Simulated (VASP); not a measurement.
Here is a VASP 6.6.1 calculation.

INCAR

```
SYSTEM = Sn
PREC     = Accurate       ! precision mode
ENCUT    = 500            ! plane-wave cutoff, eV
EDIFF    = 1E-6           ! SCF threshold, eV
ISMEAR   = -1             ! smearing method
SIGMA    = 0.02           ! smearing width, eV
LREAL    = .False.        ! projectors in reciprocal space
LASPH    = .True.         ! aspherical terms in the spheres
NELM     = 120            ! most SCF steps
ALGO     = Normal         ! electronic algorithm
ISIF     = 2              ! what is computed and relaxed
LWAVE    = .False.        ! write WAVECAR
LCHARG   = .True.         ! write CHGCAR
GGA      = PE             ! functional
LELF     = .True.         ! ELF
LVHAR    = .True.       
NBANDS   = 21             ! bands
GGA_COMPAT= .False.
```

The input KPOINTS:

```
Automatic mesh
0
Gamma
  5 5 5
  0 0 0
```

POSCAR

```
Sn
1.0
   -2.9401404553      2.9401404553      1.5993019889
    2.9401404553     -2.9401404553      1.5993019889
    2.9401404553      2.9401404553     -1.5993019889
Sn
2
Direct
    0.0000000000      0.0000000000      0.0000000000
    0.7500000000      0.2500000000      0.5000000000
```

Potentials or basis: VASP PAW PBE potentials, release 64 (Sn_d).

The run is started by

```bash
$ cat potpaw_PBE.64/Sn_d/POTCAR > POTCAR
$ mpirun -np 1 vasp_std > vasp.out
```

(1) Predict the pressure.

(2) Predict the band gap on the k mesh.

## Answers

(1) 1.7 GPa.

(2) zero (bands 14 and 15 overlap by 2.46 eV).

Caveat: the k points lie up to 0.45 Å⁻¹ apart, too coarse for converged energies and pressures of a metal; spin-orbit coupling is left out, which moves the levels of the heavy elements.
